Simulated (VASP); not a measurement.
Si24SbC23 (a cell with a defect) (Moissanite 6H), 48 atoms in the cell. The cell holds a defect, 48 atoms: a = 6.190 Å, b = 6.190 Å, c = 15.170 Å, α = 90.00°, β = 90.00°, γ = 120.00°. 

| Item | Value |
| --- | --- |
| Program | VASP 6.6.1 |
| Task | single point |
| Functional | PBE |
| Potentials or basis | VASP PAW PBE potentials, release 64 (Si, C, Sb) |
| Cutoff | 520 eV |
| k mesh | 4 × 4 × 2 |
| Occupations | fermi-dirac, width 0.01 eV |
| Spin | no spin polarisation |
| Dipole correction | no |
| Charge | 1 |
| Further INCAR settings | LREAL = Auto; ALGO = Normal; EDIFF = 1e-06; NBANDS = 126; NELECT = 192.0 |

Potentials or basis: VASP PAW PBE potentials, release 64 (Si, C, Sb).

The run is started by

```sh
$ cat potpaw_PBE.64/Si/POTCAR potpaw_PBE.64/C/POTCAR potpaw_PBE.64/Sb/POTCAR > POTCAR
$ mpirun -np 1 vasp_std > vasp.out
```

Hardware: 1 thread of AMD EPYC 7R43 64-Core Processor (Zen 3) (shared host).

Task: Estimate the wall time of this run.

Result: Run time: 17 min on 1 thread of AMD EPYC 7R43 64-Core Processor (Zen 3) (shared host), peak memory 0.72 GiB. Counts: scf iterations 16, k points 8.
